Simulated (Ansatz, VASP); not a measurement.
**CdTe in VASP and in Ansatz**

```
Cd Te
1.0
     0.00000    3.28211    3.28211
     3.28211    0.00000    3.28211
     3.28211    3.28211    0.00000
Cd Te
1 1
Direct
  0.00000 0.00000 0.00000
  0.75000 0.75000 0.75000
```

Alike in both runs: task relaxation of cell and atoms; functional PBE; k mesh 6 × 6 × 6; occupations gaussian, width 0.02 eV; no spin polarisation.

|  | VASP | Ansatz |
| --- | --- | --- |
| version | VASP 6.6.1 | Ansatz 0.2.0 |
| potentials or method | VASP PAW PBE potentials, release 64 (Cd, Te), cutoff 500 eV | scalar-relativistic, plane waves, PAW |
| valence electrons in the cell | 18 | 36 |

```tsv
	VASP	Ansatz	Ansatz less VASP
gap on the k mesh at the Fermi level, each at its own relaxed structure (eV)	0.57	0.58	+0.007
relaxed volume (Å³/atom)	36.35	36.27	-0.074
relaxed cell length with the largest relative difference (Å)	4.685	4.681	-0.0032
```

VASP's potentials hold 18 valence electrons a cell and Ansatz's 36, so a difference there can come from the potentials and not from the codes.

Spin-orbit coupling is off throughout.
